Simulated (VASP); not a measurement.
Write the native input for VASP 6.6.1 that does the following.

```
Task                   : single point
Functional             : PBE
Potentials or basis    : VASP PAW PBE potentials, release 64 (Ca_sv, O)
Cutoff                 : 600 eV
k mesh                 : 6 × 6 × 2
Occupations            : gaussian, width 0.1 eV
Spin                   : collinear spin, ferromagnetic start
Starting moments       : [0.0, 0.0, 1.0, 1.0] μB
Dipole correction      : no
Further INCAR settings : ALGO = Normal; EDIFF = 1e-06; NBANDS = 28
```

The structure of CaO lies in POSCAR:

```
CaO
1.0
    3.4061985562      0.0000000000      0.0000000000
    0.0000000000      3.4061985562      0.0000000000
    0.0000000000      0.0000000000      4.8668687282
Ca O
2 2
Direct
    0.0000000000      0.5000000000      0.2500469852
    0.5000000000      0.0000000000      0.7499530148
    0.0000000000      0.5000000000      0.7499852980
    0.5000000000      0.0000000000      0.2500147020
```

The input as run:

INCAR

```
  ALGO = Normal
  EDIFF = 1E-6
  ENCUT = 600
  GGA = PE
  GGA_COMPAT = False
  ISIF = 2
  ISMEAR = 0
  ISPIN = 2
  LASPH = True
  LCHARG = True
  LELF = True
  LORBIT = 11
  LREAL = False
  LVHAR = True
  LWAVE = False
  MAGMOM = 0 0 1 1
  NBANDS = 28
  NELM = 200
  PREC = Accurate
  SIGMA = 0.1
```

KPOINTS

```
k-points
0
Gamma
  6 6 2
```

Potentials or basis: VASP PAW PBE potentials, release 64 (Ca_sv, O).

Command:

```console
$ cat potpaw_PBE.64/Ca_sv/POTCAR potpaw_PBE.64/O/POTCAR > POTCAR
$ mpirun -np 1 vasp_std > vasp.out
```

Results of the run:

```
Pressure                                              : 0.6 GPa
Band gap on the k mesh                                : 3.60 eV
Net moment                                            : 0.00 μB per cell
Valence electrons inside the program's atomic spheres : Ca 8.21; O 5.00
```

Caveat: the k points lie up to 0.65 Å⁻¹ apart.

It took 31 s on 1 thread of Intel(R) Xeon(R) 6975P-C (Granite Rapids) (shared host), peak memory 0.23 GiB.
